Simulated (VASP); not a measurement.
Here is a VASP 6.6.1 calculation.

Contents of INCAR:

```
SYSTEM = Ta2TiSi3
ALGO = Normal
EDIFF = 1E-7
EDIFFG = -0.04
ENCUT = 600
GGA = PE
IBRION = 2
ISIF = 3
ISMEAR = 0
LASPH = .True.
LCHARG = .False.
LREAL = .False.
LWAVE = .False.
NELM = 100
NSW = 90
PREC = Accurate
SIGMA = 0.1
```

The input KPOINTS:

```
k-points
0
Gamma
  4 4 4
  0 0 0
```

The input POSCAR:

```
Ta2TiSi3
1.0
    4.0205206200      0.0000000000      0.0000000000
    0.0000000000      4.0205206200      0.0000000000
    0.0000000000      0.0000000000      5.6178107700
Ti Ta Si
1 2 3
Direct
    0.5000000000      0.5000000000      0.5000000000
    0.0000000000      0.5000000000      0.5000000000
    0.5000000000      0.0000000000      0.5000000000
    0.5000000000      0.5000000000      0.1784806100
    0.5000000000      0.5000000000      0.8215193900
    0.0000000000      0.0000000000      0.0000000000
```

Potentials or basis: VASP PAW PBE potentials, release 64 (Ti_sv, Ta_pv, Si).

Run with:

```sh
$ cat potpaw_PBE.64/Ti_sv/POTCAR potpaw_PBE.64/Ta_pv/POTCAR potpaw_PBE.64/Si/POTCAR > POTCAR
$ mpirun -np 1 vasp_std > vasp.out
```

Problem. Estimate the relaxed volume.

Solution. 23.85 Å³/atom.

Problem. Predict the relaxed cell.

Solution. a = 4.593 Å, b = 4.593 Å, c = 6.781 Å, α = 90.00°, β = 90.00°, γ = 90.00°.

The path:
| step | energy change (eV) | largest force (eV/Å) | pressure (GPa) | volume (Å³) |
| --- | --- | --- | --- | --- |
| 1 | 0.0000 | 8.6059 | 86.78 | 90.81 |
| 2 | -1.2914 | 15.4312 | -4.66 | 245.79 |
| 3 | -8.8036 | 12.8406 | 6.33 | 140.40 |
| 4 | -6.7894 | 0.0453 | -8.99 | 209.34 |
| 5 | -7.9444 | 0.7885 | -9.10 | 190.76 |
| 6 | -9.0983 | 1.2664 | -8.84 | 175.89 |
| 7 | -10.3600 | 0.0762 | -5.78 | 157.56 |
| 8 | -10.5086 | 2.4477 | -2.22 | 148.84 |
| 9 | -10.5253 | 1.6315 | -3.37 | 151.15 |
| 10 | -10.5259 | 1.7739 | -3.17 | 150.71 |
| 11 | -10.7094 | 0.7154 | 1.80 | 139.92 |
| 12 | -10.7136 | 0.8863 | 1.08 | 141.20 |
| 13 | -10.7315 | 0.4499 | -0.12 | 143.21 |
| 14 | -10.7366 | 0.0454 | 0.24 | 142.55 |
| 15 | -10.7374 | 0.0005 | -0.02 | 143.08 |

Caveat: the k points lie up to 0.34 Å⁻¹ apart in the final cell; the volume moved by over 15 % at a fixed basis, so the end points are rough.
